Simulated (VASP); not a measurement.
Runs of VASP 6.6.1 on RbBr. The structure is that of space group Fm-3m (No. 225), or close to it. The cells are those of the table. 

```tsv
task	cell	cutoff (eV)	ions in elastic constants	gap on the mesh (eV)	pressure (GPa)
single point	a = 4.354 Å, angles 60.0°, 2 atoms	520	-	4.82	10.2
relaxation of cell and atoms	relaxed to 1 GPa from a = 4.844 Å, angles 60.0°, 2 atoms	600	-	(b)	1.0
relaxation of cell and atoms	relaxed to 10 GPa from a = 4.844 Å, angles 60.0°, 2 atoms	600	-	4.82	10.0
relaxation of cell and atoms	relaxed to 4 GPa from a = 4.844 Å, angles 60.0°, 2 atoms	600	-	(a)	4.0
single point	a = 4.669 Å, angles 60.0°, 2 atoms	520	-	4.48	2.0
```

Alike in all rows: level PBEsol; potentials or basis VASP PAW PBE potentials, release 64 (Rb_sv, Br); no spin polarisation; k mesh 6 × 6 × 6; smearing gaussian 0.01 eV.

**Question.** Estimate the missing entries.

**Answer.** (a) 4.68; (b) 4.36.

Caveats: the PAW data sets were made with another functional, which shifts forces and pressure a little; the cell is relaxed towards a set pressure, so the enthalpy falls and the energy may rise (some runs).

A k mesh can miss the band edges, and the runs leave out spin-orbit coupling on Br, Rb.
